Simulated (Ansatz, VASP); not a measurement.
HfC in VASP and in Ansatz

```
CELL_PARAMETERS angstrom
0.00000 2.32500 2.32500
2.32500 0.00000 2.32500
2.32500 2.32500 0.00000
ATOMIC_POSITIONS crystal
Hf 0.50000 0.50000 0.50000
C 0.00000 0.00000 0.00000
```

Alike in both runs: task single point; functional PBE; k mesh 10 × 10 × 10; occupations gaussian, width 0.029 eV; no spin polarisation.

|  | VASP | Ansatz |
| --- | --- | --- |
| version | VASP 6.6.1 | Ansatz 0.2.0 |
| potentials or method | VASP PAW PBE potentials, release 64 (Hf_pv, C), cutoff 520 eV | all-electron LAPW, scalar-relativistic |

Ansatz gave:

* gap on the k mesh at the Fermi level (eV): none
* pressure (GPa): 0.3

Q: Estimate VASP's values.

A: gap on the k mesh at the Fermi level (eV): none; pressure (GPa): -0.4.

A gap of «none» marks a metal or a gap that the smearing closes. Ansatz ran all-electron here, and VASP with PAW potentials.

Spin-orbit coupling is off throughout.
